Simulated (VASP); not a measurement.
# AlN (R-3m) in VASP: a series of runs

Runs on AlN. Level: PBE. Tasks: single point.

Everything below comes from runs of VASP 6.6.1. Logs are shortened: lines on timing, memory, paths and dates and some standing lists are left out, and cuts for length are marked.

### 1 The cell of the first run

It takes space group R-3m (No. 166, trigonal). Conventional cell: a = 2.755 Å, b = 2.755 Å, c = 7.386 Å, α = 90.00°, β = 90.00°, γ = 120.00°. Within 2.7 Å of Al (site symmetry -3m) lie 6 N at 2.01 Å. N (site symmetry -3m) has 6 Al at 2.01 Å within 2.7 Å.

### 2 Single point, PBE

The input, INCAR:

```
SYSTEM = AlN
ALGO = Normal ; EDIFF = 1E-6
ENCUT = 520 ; GGA = PE
ISIF = 2 ; ISMEAR = 0
LASPH = .TRUE. ; LCHARG = .FALSE.
LREAL = .FALSE. ; LWAVE = .FALSE.
NBANDS = 11 ; NELM = 60
PREC = Accurate ; SIGMA = 0.05
```

The input, KPOINTS:

```
k-points
0
G
  10 10 10
  0 0 0
```

The input, POSCAR:

```
AlN
1.0
    0.1229679574      2.0707180744      2.0707180744
    2.0707180744      0.1229679574      2.0707180744
    2.0707180744      2.0707180744      0.1229679574
Al N
1 1
Direct
    0.5000000000      0.5000000000      0.5000000000
    0.0000000000      0.0000000000      0.0000000000
```

Potentials or basis: VASP PAW PBE potentials, release 64 (Al, N).

The run is started by

```
> cat potpaw_PBE.64/Al/POTCAR potpaw_PBE.64/N/POTCAR > POTCAR
> mpirun -np 1 vasp_std > vasp.out
```

OUTCAR:

```text
SYSTEM = AlN
   EDIFF = 1E-6
   ENCUT = 520
   GGA = PE
   ISIF = 2
   ISMEAR = 0
   LASPH = .TRUE.
   LREAL = .FALSE.
   NELM = 60
   PREC = Accurate

 ion  position               nearest neighbor table
   1  0.500  0.500  0.500-   2 2.01   2 2.01   2 2.01   2 2.01   2 2.01   2 2.01
   2  0.000  0.000  0.000-   1 2.01   1 2.01   1 2.01   1 2.01   1 2.01   1 2.01

  LATTYP: Found a trigonal (rhomboedric) cell.
 ALAT       =     2.9310182200
 COS(alpha) =     0.5583996164

  Lattice vectors:

 A1 = (   0.1229679574,   2.0707180744,   2.0707180744)
 A2 = (   2.0707180744,   0.1229679574,   2.0707180744)
 A3 = (   2.0707180744,   2.0707180744,   0.1229679574)

Analysis of symmetry for initial positions (statically):
=====================================================================
 Subroutine PRICEL returns:
 Original cell was already a primitive cell.

 Routine SETGRP: Setting up the symmetry group for a
 trigonal (rhombohedral) supercell.

 Subroutine GETGRP returns: Found 12 space group operations
 (whereof 12 operations were pure point group operations)
 out of a pool of 12 trial point group operations.

The static configuration has the point symmetry D_3d.

Analysis of symmetry for dynamics (positions and initial velocities):
=====================================================================
 Subroutine PRICEL returns:
 Original cell was already a primitive cell.

 Routine SETGRP: Setting up the symmetry group for a
 trigonal (rhombohedral) supercell.

 Subroutine GETGRP returns: Found 12 space group operations
 (whereof 12 operations were pure point group operations)
 out of a pool of 12 trial point group operations.

The dynamic configuration has the point symmetry D_3d.

 Subroutine INISYM returns: Found 12 space group operations
 (whereof 12 operations are pure point group operations),
 and found     1 'primitive' translations

----------------------------------------------------------------------------------------

                                     Primitive cell

  volume of cell :      16.1780

  direct lattice vectors                    reciprocal lattice vectors
     0.122967957  2.070718074  2.070718074    -0.264108804  0.249304078  0.249304078
     2.070718074  0.122967957  2.070718074     0.249304078 -0.264108804  0.249304078
     2.070718074  2.070718074  0.122967957     0.249304078  0.249304078 -0.264108804

  length of vectors
     2.931018220  2.931018220  2.931018220     0.440520722  0.440520722  0.440520722

  position of ions in fractional coordinates (direct lattice)
     0.500000000  0.500000000  0.500000000
     0.000000000  0.000000000  0.000000000

  ion indices of the primitive-cell ions
   primitive index   ion index
                 1           1
                 2           2

----------------------------------------------------------------------------------------

 KPOINTS: k-points

Automatic generation of k-mesh.
 Grid dimensions read from file:
 generate k-points for:   10   10   10

 Generating k-lattice:

  Cartesian coordinates                     Fractional coordinates (reciprocal lattice)
    -0.026410880  0.024930408  0.024930408     0.100000000  0.000000000 -0.000000000
     0.024930408 -0.026410880  0.024930408     0.000000000  0.100000000 -0.000000000
     0.024930408  0.024930408 -0.026410880     0.000000000  0.000000000  0.100000000

  Length of vectors
     0.044052072  0.044052072  0.044052072

  Shift w.r.t. Gamma in fractional coordinates (k-lattice)
     0.000000000  0.000000000  0.000000000

 Subroutine IBZKPT returns following result:
 ===========================================

 Found    116 irreducible k-points:

 Following reciprocal coordinates:
            Coordinates               Weight
  0.000000  0.000000  0.000000      1.000000
  0.100000  0.000000  0.000000      6.000000
  0.200000  0.000000  0.000000      6.000000
  0.300000 -0.000000 -0.000000      6.000000
  0.400000 -0.000000 -0.000000      6.000000
  0.500000  0.000000 -0.000000      3.000000
[... 16 lines left out ...]
  0.300000  0.300000 -0.000000      6.000000
  0.400000  0.300000 -0.000000     12.000000
 [... further k-points ...]
   k-points           NKPTS =    116   k-points in BZ     NKDIM =    116   number of bands    NBANDS=     11
   number of dos      NEDOS =    301   number of ions     NIONS =      2
   total plane-waves  NPLWV =  13824
   dimension x,y,z NGX =    24 NGY =   24 NGZ =   24
   dimension x,y,z NGXF=    48 NGYF=   48 NGZF=   48
   ions per type =               1   1
   NGX,Y,Z   is equivalent  to a cutoff of  13.61, 13.61, 13.61 a.u.
   NGXF,Y,Z  is equivalent  to a cutoff of  27.23, 27.23, 27.23 a.u.
 SYSTEM =  AlN
   PREC   = accura    normal or accurate (medium, high low for compatibility)
   ISTART =      0    job   : 0-new  1-cont  2-samecut
   ICHARG =      2    charge: 1-file 2-atom 10-const
   ISPIN  =      1    spin polarized calculation?
   LNONCOLLINEAR =      F non collinear calculations
   LSORBIT =      F    spin-orbit coupling
   LASPH  =      T    aspherical Exc in radial PAW
   ENCUT  =  520.0 eV  38.22 Ry    6.18 a.u.   5.45  5.45  5.45*2*pi/ulx,y,z
   NELM   =     60;   NELMIN=  2; NELMDL= -5     # of ELM steps
   EDIFF  = 0.1E-05   stopping-criterion for ELM
   LREAL  =      F    real-space projection
   EDIFFG = 0.1E-04   stopping-criterion for IOM
   NSW    =      0    number of steps for IOM
   IBRION =     -1    ionic relax: 0-MD 1-quasi-New 2-CG
   NFREE  =      0    steps in history (QN), initial steepest desc. (CG)
   ISIF   =      2    stress and relaxation
   ISYM   =      2    0-nonsym 1-usesym 2-fastsym
   POTIM  = 0.5000    time-step for ionic-motion
   TEBEG  =    0.0;   TEEND  =   0.0 temperature during run
   PSTRESS=    0.0 pullay stress
   NELECT =       8.0000    total number of electrons
   NUPDOWN=      -1.0000    fix difference up-down
   EMIN   =  10.00;   EMAX   =-10.00  energy-range for DOS
   EFERMI =   0.00;   METHOD = LEGACY
   ISMEAR =     0;   SIGMA  =   0.05  broadening in eV -4-tet -1-fermi 0-gaus
   EFERMI_NEDOS =   21; number of points for ismear=-14 and -15
   IALGO  =     38    algorithm
   IMIX   =      4    mixing-type and parameters
     AMIX     =   0.40;   BMIX     =  1.00
     AMIX_MAG =   1.60;   BMIX_MAG =  1.00
  volume/ion in A,a.u.               =       8.09        54.59
  Fermi-wavevector in a.u.,A,eV,Ry     =   1.294583  2.446407 22.802616  1.675945
  Thomas-Fermi vector in A             =   2.426157
   LORBIT       =      0    0 simple, 1 ext, 2 COOP (PROOUT), +10 PAW based schemes
   GGA     = PE    functional components
   LHFCALC =     F    Hartree Fock is set to
   AEXX    =    0.0000 exact exchange contribution
   IVDW    =     0    specifies the selected vdW correction
   LEPSILON=     F    determine dielectric tensor
   LRPA    =     F    only Hartree local field effects (RPA)
 non-spin polarized calculation
 Gauss-broadening in eV      SIGMA  =   0.05
  energy-cutoff  :      520.00
  volume of cell :       16.18
 maximum number of plane-waves:       449
 NGX is ok and might be reduce to    24

 number of electron       8.0000000 magnetization

 Free energy of the ion-electron system (eV)
  ---------------------------------------------------
  ext. energy  EPLUGINS =         0.00000000
  ---------------------------------------------------
  free energy    TOTEN  =       -14.33365853 eV

  energy without entropy =      -14.33365853  energy(sigma->0) =      -14.33365853

 E-fermi :  11.0069     XC(G=0): -12.3906

 val. band max:       10.7494464849   @ k =   0.0000   0.0000   0.0000
 cond. band min:      14.2796393600   @ k =   0.5000   0.5000   0.0000
 fundamental gap:      3.5301928751
 Fermi energy:        11.0069075969

 k-point     1 :       0.0000    0.0000    0.0000
  band No.  band energies     occupation
      1      -7.4822      2.00000
      2       9.3314      2.00000
      3      10.7494      2.00000
      4      10.7494      2.00000
      5      15.6690      0.00000
      6      21.3748      0.00000
      7      23.4174      0.00000
      8      23.4174      0.00000
      9      27.1443      0.00000
     10      28.3522      0.00000
     11      28.3522      0.00000

 k-point     2 :       0.1000    0.0000    0.0000
  band No.  band energies     occupation
      1      -7.2626      2.00000
      2       9.0905      2.00000
      3       9.8699      2.00000
      4      10.5968      2.00000
      5      16.1817      0.00000
      6      21.7030      0.00000
      7      22.3108      0.00000
      8      23.5951      0.00000
      9      26.2763      0.00000
     10      27.1487      0.00000
     11      28.6172      0.00000

 k-point     3 :       0.2000    0.0000    0.0000
  band No.  band energies     occupation
      1      -6.6229      2.00000
      2       7.3999      2.00000
      3       9.1318      2.00000
      4      10.2282      2.00000
      5      16.6911      0.00000
      6      21.3036      0.00000
      7      22.5153      0.00000
      8      23.3171      0.00000
      9      25.2586      0.00000
     10      27.2277      0.00000
     11      28.0436      0.00000

 k-point     4 :       0.3000   -0.0000   -0.0000
  band No.  band energies     occupation
      1      -5.6384      2.00000
      2       5.0276      2.00000
      3       8.8163      2.00000
      4       9.8216      2.00000
      5      16.4148      0.00000
      6      21.8374      0.00000
      7      22.0879      0.00000
      8      22.4396      0.00000
      9      26.3311      0.00000
     10      27.4244      0.00000
     11      29.0994      0.00000

 k-point     5 :       0.4000   -0.0000   -0.0000
  band No.  band energies     occupation
      1      -4.5327      2.00000
      2       2.9685      2.00000
      3       8.6137      2.00000
      4       9.5236      2.00000
      5      15.9924      0.00000
      6      21.0904      0.00000
      7      21.7705      0.00000
      8      23.2915      0.00000
      9      26.2752      0.00000
     10      29.0945      0.00000
     11      31.5554      0.00000
[... 211 lines left out ...]
 k-point    21 :      -0.3000    0.2000    0.0000
  band No.  band energies     occupation
      1      -4.2748      2.00000
      2       3.9966      2.00000
      3       6.6698      2.00000
      4       8.7228      2.00000
      5      17.6539      0.00000
      6      19.9545      0.00000
      7      21.3779      0.00000
      8      22.7736      0.00000
      9      27.1492      0.00000
     10      30.8690      0.00000
     11      31.5520      0.00000

 k-point    22 :      -0.2000    0.2000    0.0000
  band No.  band energies     occupation
      1      -5.2846      2.00000
      2       5.4745      2.00000
      3       7.4359      2.00000
      4       9.2087      2.00000
      5      18.0658      0.00000
      6      19.7590      0.00000
      7      21.2282      0.00000
      8      22.8362      0.00000
      9      25.1455      0.00000
     10      30.8115      0.00000
     11      30.8733      0.00000

 k-point    23 :       0.3000    0.3000   -0.0000
  band No.  band energies     occupation
      1      -5.1604      2.00000
      2       5.3698      2.00000
      3       7.6556      2.00000
      4       8.8315      2.00000
      5      16.2364      0.00000
      6      18.1532      0.00000
      7      21.7391      0.00000
      8      26.2045      0.00000
      9      26.4252      0.00000
     10      31.1366      0.00000
     11      33.8538      0.00000

 k-point    24 :       0.4000    0.3000   -0.0000
  band No.  band energies     occupation
      1      -4.3643      2.00000
      2       4.3954      2.00000
      3       7.3572      2.00000
      4       7.9506      2.00000
      5      15.6172      0.00000
      6      18.2957      0.00000
      7      22.2348      0.00000
      8      26.2029      0.00000
      9      27.0210      0.00000
     10      32.2898      0.00000
     11      35.3952      0.00000

 [... further k-points ...]
[... 5 lines left out ...]
  --------------------------------------------------------------------------------------
  -------------------------------------------------------------------------------------
  Total        1.1860000      1.1860000      1.1860000     -2.1543692     -2.1543692     -2.1543692
  in kB      117.4547144    117.4547144    117.4547144   -213.3565036   -213.3565036   -213.3565036
  external PRESSURE =     117.4547144 kB  Pullay stress =       0.0000000 kB

 VOLUME and BASIS-vectors are now :
 -----------------------------------------------------------------------------
  energy-cutoff  :      520.00
  volume of cell :       16.18
      direct lattice vectors                 reciprocal lattice vectors
     0.122967957  2.070718074  2.070718074    -0.264108804  0.249304078  0.249304078
     2.070718074  0.122967957  2.070718074     0.249304078 -0.264108804  0.249304078
     2.070718074  2.070718074  0.122967957     0.249304078  0.249304078 -0.264108804

 POSITION                                       TOTAL-FORCE (eV/Angst)
 -----------------------------------------------------------------------------------
      2.13220      2.13220      2.13220         0.000000     -0.000000      0.000000
      0.00000      0.00000      0.00000        -0.000000      0.000000     -0.000000
 -----------------------------------------------------------------------------------
    total drift:                                0.000000     -0.000000     -0.000000

  FREE ENERGIE OF THE ION-ELECTRON SYSTEM (eV)
  ---------------------------------------------------
  free  energy   TOTEN  =       -14.3336585298 eV

  energy  without entropy=      -14.3336585298  energy(sigma->0) =      -14.33365853
```

It took 35 s on 1 thread of AMD EPYC 7R43 (Zen 3), shared host; peak memory 0.1 GiB.

What came out:

| Quantity | Value |
| --- | --- |
| Free energy | -14.3337 eV |
| Pressure | 11.7 GPa |
| Band gap on the k mesh | 3.53 eV, indirect (least direct gap 4.92 eV) |

Levels at points of the mesh, in eV from the valence-band top:
```csv
k point,band 2,band 3,band 4,band 5,band 6,band 7
"(0.00, 0.00, 0.00)",-1.42,0.00,0.00,4.92,10.63,12.67
"(0.50, 0.00, 0.00)",-8.70,-2.21,-1.33,5.08,10.07,10.79
"(0.50, 0.50, 0.00)",-8.00,-3.93,-2.67,3.53,5.61,13.26
"(0.50, 0.50, 0.50)",-9.59,-0.91,-0.91,7.08,12.10,12.15
```

### 3 Single point, PBE

This run uses another cell than the first one, of the same volume but with other edges.

The input, INCAR:

```
SYSTEM = AlN
ALGO = Normal
EDIFF = 1E-6
ENCUT = 520
GGA = PE
ISIF = 2
ISMEAR = 0
LASPH = .True.
LCHARG = .True.
LELF = .True.
LREAL = .False.
LVHAR = .True.
LWAVE = .False.
NBANDS = 11
NELM = 80
PREC = Accurate
SIGMA = 0.05
```

The input, KPOINTS:

```
k-points
0
Gamma
  10 10 10
  0 0 0
```

The input, POSCAR:

```
AlN
1.0
   -0.1193036167      1.9495452283      1.9495452283
    1.9495452283     -0.1193036167      1.9495452283
    1.9495452283      1.9495452283     -0.1193036167
Al N
1 1
Direct
    0.5000000000      0.5000000000      0.5000000000
    0.0000000000      0.0000000000      0.0000000000
```

Potentials or basis: VASP PAW PBE potentials, release 64 (Al, N).

The run is started by

```
> cat potpaw_PBE.64/Al/POTCAR potpaw_PBE.64/N/POTCAR > POTCAR
> mpirun -np 1 vasp_std > vasp.out
```

It took 32 s on 1 thread of AMD EPYC 7R43 (Zen 3), shared host; peak memory 0.11 GiB.

Results (log left out):

* Free energy: -14.3575 eV
* Pressure: 11.6 GPa
* Band gap on the k mesh: 3.27 eV, indirect (least direct gap 4.92 eV)

Stress tensor (GPa, compression positive):
```
11.60 17.43 17.43
17.43 11.60 17.43
17.43 17.43 11.60
```

Levels at points of the mesh, in eV from the valence-band top:
```
           k point  band 2  band 3  band 4  band 5  band 6  band 7
(0.00, 0.00, 0.00)   -1.12   -1.12    0.00    4.92   10.54   10.54
(0.50, 0.00, 0.00)   -9.41   -1.99   -1.24    5.71   10.39   11.80
(0.50, 0.50, 0.00)   -8.26   -4.22   -2.91    3.27    5.34   13.12
(0.50, 0.50, 0.50)   -8.54   -2.47   -2.47    4.31    9.01    9.01
```

A k mesh can miss the band edges.
